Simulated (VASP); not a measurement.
# Si (Fm-3m) in VASP: notebook

The runs below take Si through single point, relaxation of cell and atoms, with PBEsol.

All numbers are computed with VASP 6.6.1; they aren't measurements. Logs are shortened: lines on timing, memory, paths and dates and some standing lists are left out, and cuts for length are marked.

## (1) The cell of the first run

Symmetry: Fm-3m, No. 225, cubic system. Conventional cell: a = 3.839 Å, b = 3.839 Å, c = 3.839 Å, α = 90.00°, β = 90.00°, γ = 90.00°. Within 3.6 Å of Si (site symmetry m-3m) lie 12 Si at 2.71 Å.

## (2) Single point, PBEsol

The input, INCAR:

```
SYSTEM = Si
ALGO = Normal
EDIFF = 1E-6
ENCUT = 520
GGA = PS
ISIF = 2
ISMEAR = 0
LASPH = .True.
LCHARG = .False.
LREAL = .False.
LWAVE = .False.
NBANDS = 8
NELM = 80
PREC = Accurate
SIGMA = 0.1
```

The input, KPOINTS:

```
k-points
0
Gamma
  18 18 18
  0 0 0
```

The input, POSCAR:

```
Si
1.0
    0.0000000000      1.9193408199      1.9193408199
    1.9193408199      0.0000000000      1.9193408199
    1.9193408199      1.9193408199      0.0000000000
Si
1
Direct
    0.0000000000      0.0000000000      0.0000000000
```

Potentials or basis: VASP PAW PBE potentials, release 64 (Si).

Command:

```
> cat potpaw_PBE.64/Si/POTCAR > POTCAR
> mpirun -np 1 vasp_std > vasp.out
```

OUTCAR:

```text
SYSTEM = Si
   EDIFF = 1E-6
   ENCUT = 520
   GGA = PS
   ISIF = 2
   ISMEAR = 0
   LASPH = .True.
   LREAL = .False.
   NELM = 80
   PREC = Accurate

 ion  position               nearest neighbor table
   1  0.000  0.000  0.000-

  LATTYP: Found a face centered cubic cell.
 ALAT       =     3.8386816398

  Lattice vectors:

 A1 = (   0.0000000000,   1.9193408199,   1.9193408199)
 A2 = (   1.9193408199,   0.0000000000,   1.9193408199)
 A3 = (   1.9193408199,   1.9193408199,   0.0000000000)

Analysis of symmetry for initial positions (statically):
=====================================================================
 Subroutine PRICEL returns:
 Original cell was already a primitive cell.

 Routine SETGRP: Setting up the symmetry group for a
 face centered cubic supercell.

 Subroutine GETGRP returns: Found 48 space group operations
 (whereof 48 operations were pure point group operations)
 out of a pool of 48 trial point group operations.

The static configuration has the point symmetry O_h .

Analysis of symmetry for dynamics (positions and initial velocities):
=====================================================================
 Subroutine PRICEL returns:
 Original cell was already a primitive cell.

 Routine SETGRP: Setting up the symmetry group for a
 face centered cubic supercell.

 Subroutine GETGRP returns: Found 48 space group operations
 (whereof 48 operations were pure point group operations)
 out of a pool of 48 trial point group operations.

The dynamic configuration has the point symmetry O_h .

 Subroutine INISYM returns: Found 48 space group operations
 (whereof 48 operations are pure point group operations),
 and found     1 'primitive' translations

----------------------------------------------------------------------------------------

                                     Primitive cell

  volume of cell :      14.1412

  direct lattice vectors                    reciprocal lattice vectors
     0.000000000  1.919340820  1.919340820    -0.260506104  0.260506104  0.260506104
     1.919340820  0.000000000  1.919340820     0.260506104 -0.260506104  0.260506104
     1.919340820  1.919340820  0.000000000     0.260506104  0.260506104 -0.260506104

  length of vectors
     2.714357818  2.714357818  2.714357818     0.451209808  0.451209808  0.451209808

  position of ions in fractional coordinates (direct lattice)
[... 72 lines left out ...]
   LNONCOLLINEAR =      F non collinear calculations
   LSORBIT =      F    spin-orbit coupling
   LASPH  =      T    aspherical Exc in radial PAW
   ENCUT  =  520.0 eV  38.22 Ry    6.18 a.u.   5.05  5.05  5.05*2*pi/ulx,y,z
   NELM   =     80;   NELMIN=  2; NELMDL= -5     # of ELM steps
   EDIFF  = 0.1E-05   stopping-criterion for ELM
   LREAL  =      F    real-space projection
   EDIFFG = 0.1E-04   stopping-criterion for IOM
   NSW    =      0    number of steps for IOM
   IBRION =     -1    ionic relax: 0-MD 1-quasi-New 2-CG
   NFREE  =      0    steps in history (QN), initial steepest desc. (CG)
   ISIF   =      2    stress and relaxation
   ISYM   =      2    0-nonsym 1-usesym 2-fastsym
   POTIM  = 0.5000    time-step for ionic-motion
   TEBEG  =    0.0;   TEEND  =   0.0 temperature during run
   PSTRESS=    0.0 pullay stress
   NELECT =       4.0000    total number of electrons
   NUPDOWN=      -1.0000    fix difference up-down
   EMIN   =  10.00;   EMAX   =-10.00  energy-range for DOS
   EFERMI =   0.00;   METHOD = LEGACY
   ISMEAR =     0;   SIGMA  =   0.10  broadening in eV -4-tet -1-fermi 0-gaus
   EFERMI_NEDOS =   21; number of points for ismear=-14 and -15
   IALGO  =     38    algorithm
   IMIX   =      4    mixing-type and parameters
     AMIX     =   0.40;   BMIX     =  1.00
     AMIX_MAG =   1.60;   BMIX_MAG =  1.00
  volume/ion in A,a.u.               =      14.14        95.43
  Fermi-wavevector in a.u.,A,eV,Ry     =   1.074648  2.030789 15.712925  1.154867
  Thomas-Fermi vector in A             =   2.210482
   LORBIT       =      0    0 simple, 1 ext, 2 COOP (PROOUT), +10 PAW based schemes
   GGA     = PS    functional components
   LHFCALC =     F    Hartree Fock is set to
   AEXX    =    0.0000 exact exchange contribution
   IVDW    =     0    specifies the selected vdW correction
   LEPSILON=     F    determine dielectric tensor
   LRPA    =     F    only Hartree local field effects (RPA)
 non-spin polarized calculation
 Gauss-broadening in eV      SIGMA  =   0.10
  energy-cutoff  :      520.00
  volume of cell :       14.14
 maximum number of plane-waves:       392
   NGX =  9   NGY =  9   NGZ =  9

 number of electron       4.0000000 magnetization

 Free energy of the ion-electron system (eV)
  ---------------------------------------------------
  ext. energy  EPLUGINS =         0.00000000
  ---------------------------------------------------
  free energy    TOTEN  =        -5.34402616 eV

  energy without entropy =       -5.34201843  energy(sigma->0) =       -5.34302229

 E-fermi :  10.4952     XC(G=0): -11.3379

 val. band max:       10.4835366586   @ k =  -0.3889   0.3333   0.1111
 cond. band min:      10.5416198434   @ k =  -0.3889   0.5000   0.1111
 fundamental gap:      0.0580831848
 Fermi energy:        10.4952143923

 k-point     1 :       0.0000    0.0000    0.0000
  band No.  band energies     occupation
      1      -4.2395      2.00000
      2      21.8360      0.00000
      3      21.8360      0.00000
      4      21.8360      0.00000
      5      22.4449      0.00000
      6      22.4449      0.00000
      7      22.4449      0.00000
      8      27.8247      0.00000
[... 243 lines left out ...]
 k-point    24 :      -0.2222    0.0556    0.0000
  band No.  band energies     occupation
      1      -2.4515      2.00000
      2      12.1922      0.00000
      3      17.8122      0.00000
      4      20.5115      0.00000
      5      23.3321      0.00000
      6      24.2590      0.00000
      7      24.6716      0.00000
      8      27.3314      0.00000

 [... further k-points ...]
[... 5 lines left out ...]
  --------------------------------------------------------------------------------------
  -------------------------------------------------------------------------------------
  Total        0.0128878      0.0128878      0.0128878      0.0000000      0.0000000     -0.0000000
  in kB        1.4601734      1.4601734      1.4601734      0.0000000      0.0000000     -0.0000000
  external PRESSURE =       1.4601734 kB  Pullay stress =       0.0000000 kB

 VOLUME and BASIS-vectors are now :
 -----------------------------------------------------------------------------
  energy-cutoff  :      520.00
  volume of cell :       14.14
      direct lattice vectors                 reciprocal lattice vectors
     0.000000000  1.919340820  1.919340820    -0.260506104  0.260506104  0.260506104
     1.919340820  0.000000000  1.919340820     0.260506104 -0.260506104  0.260506104
     1.919340820  1.919340820  0.000000000     0.260506104  0.260506104 -0.260506104

 POSITION                                       TOTAL-FORCE (eV/Angst)
 -----------------------------------------------------------------------------------
      0.00000      0.00000      0.00000         0.000000      0.000000     -0.000000
 -----------------------------------------------------------------------------------
    total drift:                                0.000000      0.000000     -0.000000

  FREE ENERGIE OF THE ION-ELECTRON SYSTEM (eV)
  ---------------------------------------------------
  free  energy   TOTEN  =        -5.3440261568 eV

  energy  without entropy=       -5.3420184288  energy(sigma->0) =       -5.34302229
```

Wall time 8.8 s (1 thread of Intel Xeon 6975P-C (Granite Rapids), shared host); peak memory 0.13 GiB.

Results:

| Property | Result |
| --- | --- |
| Free energy | -5.3440 eV |
| Pressure | 0.1 GPa |
| Band gap on the k mesh | zero (band 2 reaches 21.84 eV, above the bottom of band 3 at 7.51 eV) |

Caveat: the PAW data sets were made with another functional, which shifts forces and pressure a little.

## (3) Relaxation of cell and atoms, PBEsol

This run uses another cell than the first one, of 14.01 Å³/atom, 0.991 times its volume.

The input, INCAR:

```
ALGO = Normal
EDIFF = 1E-6
EDIFFG = -0.01
ENCUT = 600
GGA = PS
IBRION = 2
ISIF = 3
ISMEAR = 0
LASPH = True
LCHARG = False
LREAL = False
LWAVE = False
NELM = 100
NSW = 80
PREC = Accurate
SIGMA = 0.1
```

The input, KPOINTS:

```
k-points
0
Gamma
  18 18 18
```

The input, POSCAR:

```
Si
1.0
    0.0000000000      1.9133041433      1.9133041433
    1.9133041433      0.0000000000      1.9133041433
    1.9133041433      1.9133041433      0.0000000000
Si
1
Direct
    0.0000000000      0.0000000000      0.0000000000
```

Potentials or basis: VASP PAW PBE potentials, release 64 (Si).

Command:

```
> cat potpaw_PBE.64/Si/POTCAR > POTCAR
> mpirun -np 1 vasp_std > vasp.out
```

OUTCAR:

```text
EDIFF = 1E-6
   EDIFFG = -0.01
   ENCUT = 600
   GGA = PS
   IBRION = 2
   ISIF = 3
   ISMEAR = 0
   LASPH = True
   LREAL = False
   NELM = 100
   NSW = 80
   PREC = Accurate

 ion  position               nearest neighbor table
   1  0.000  0.000  0.000-

  LATTYP: Found a face centered cubic cell.
 ALAT       =     3.8266082866

  Lattice vectors:

 A1 = (   0.0000000000,   1.9133041433,   1.9133041433)
 A2 = (   1.9133041433,   0.0000000000,   1.9133041433)
 A3 = (   1.9133041433,   1.9133041433,   0.0000000000)

Analysis of symmetry for initial positions (statically):
=====================================================================
 Subroutine PRICEL returns:
 Original cell was already a primitive cell.

 Routine SETGRP: Setting up the symmetry group for a
 face centered cubic supercell.

 Subroutine GETGRP returns: Found 48 space group operations
 (whereof 48 operations were pure point group operations)
 out of a pool of 48 trial point group operations.

The static configuration has the point symmetry O_h .

Analysis of symmetry for dynamics (positions and initial velocities):
[... 165 lines left out ...]
  --------------------------------------------------------------------------------------
  -------------------------------------------------------------------------------------
  Total        0.0913861      0.0913861      0.0913861      0.0000000      0.0000000     -0.0000000
  in kB       10.4522261     10.4522261     10.4522261      0.0000000      0.0000000     -0.0000000
  external PRESSURE =      10.4522261 kB  Pullay stress =       0.0000000 kB
[... 57 lines left out ...]
--------------------------------------- Ionic step        3  -------------------------------------------

 number of electron       4.0000000 magnetization

 Free energy of the ion-electron system (eV)
  ---------------------------------------------------
  ext. energy  EPLUGINS =         0.00000000
  ---------------------------------------------------
  free energy    TOTEN  =        -5.34397390 eV

  energy without entropy =       -5.34198228  energy(sigma->0) =       -5.34297809

 E-fermi :  10.4721     XC(G=0): -11.3313

 val. band max:       10.4595313259   @ k =  -0.3889   0.3333   0.1111
 cond. band min:      10.5213961957   @ k =  -0.3889   0.5000   0.1111
 fundamental gap:      0.0618648699
 Fermi energy:        10.4720879177

 k-point     1 :       0.0000    0.0000    0.0000
  band No.  band energies     occupation
      1      -4.2463      2.00000
      2      21.7931      0.00000
      3      21.7931      0.00000
      4      21.7931      0.00000
      5      22.4161      0.00000
      6      22.4161      0.00000
[... 199 lines left out ...]
 k-point    24 :      -0.2222    0.0556    0.0000
  band No.  band energies     occupation
      1      -2.4603      2.00000
      2      12.1681      0.00000
      3      17.7802      0.00000
      4      20.4733      0.00000
      5      23.3007      0.00000
      6      24.2205      0.00000

 [... further k-points ...]
[... 5 lines left out ...]
  --------------------------------------------------------------------------------------
  -------------------------------------------------------------------------------------
  Total       -0.0002272     -0.0002272     -0.0002272     -0.0000000     -0.0000000     -0.0000000
  in kB       -0.0256935     -0.0256935     -0.0256935     -0.0000000     -0.0000000     -0.0000000
  external PRESSURE =      -0.0256935 kB  Pullay stress =       0.0000000 kB
[... 16 lines left out ...]
  FREE ENERGIE OF THE ION-ELECTRON SYSTEM (eV)
  ---------------------------------------------------
  free  energy   TOTEN  =        -5.3439739009 eV

  energy  without entropy=       -5.3419822761  energy(sigma->0) =       -5.34297809

 reached required accuracy - stopping structural energy minimisation
```

CONTCAR:

```text
Si
   1.00000000000000
     0.0000000000000000    1.9203998415840609    1.9203998415840609
     1.9203998415840609    0.0000000000000000    1.9203998415840609
     1.9203998415840609    1.9203998415840609   -0.0000000000000000
  Si
     1
Direct
     0.0000000000000000    0.0000000000000000    0.0000000000000000

  0.00000000E+00  0.00000000E+00  0.00000000E+00
```

It took 12 s on 1 thread of Intel Xeon 6975P-C (Granite Rapids), shared host; peak memory 0.14 GiB.

Results:

* Free energy: -5.3440 eV
* Relaxed volume: 14.16 Å³/atom
* Relaxed cell: a = 2.716 Å, b = 2.716 Å, c = 2.716 Å, α = 60.00°, β = 60.00°, γ = 60.00°
* Space group after relaxing (to 0.05 Å): Fm-3m (No. 225)
* Energy gained by relaxing: 0.5 meV/atom
* Ionic steps: 3
* Pressure after relaxing: 0.0 GPa
* Band gap on the k mesh: zero (band 2 reaches 21.79 eV, above the bottom of band 3 at 7.49 eV)

The path:
```csv
step,energy change (eV),largest force (eV/Å),pressure (GPa),volume (Å³)
1,0.0000,0.0000,1.05,14.01
2,-0.0005,0.0000,-0.19,14.19
3,-0.0005,0.0000,0.00,14.16
```

Final structure:
```cif
data_structure
_symmetry_space_group_name_H-M 'P 1'
_symmetry_Int_Tables_number 1
_cell_length_a 2.7159
_cell_length_b 2.7159
_cell_length_c 2.7159
_cell_angle_alpha 60.000
_cell_angle_beta 60.000
_cell_angle_gamma 60.000
_cell_volume 14.16
loop_
_atom_site_label
_atom_site_type_symbol
_atom_site_fract_x
_atom_site_fract_y
_atom_site_fract_z
_atom_site_occupancy
Si1 Si 0.00000 0.00000 0.00000 1
```

Caveat: the PAW data sets were made with another functional, which shifts forces and pressure a little. Zero-point motion and thermal expansion aren't in these numbers.
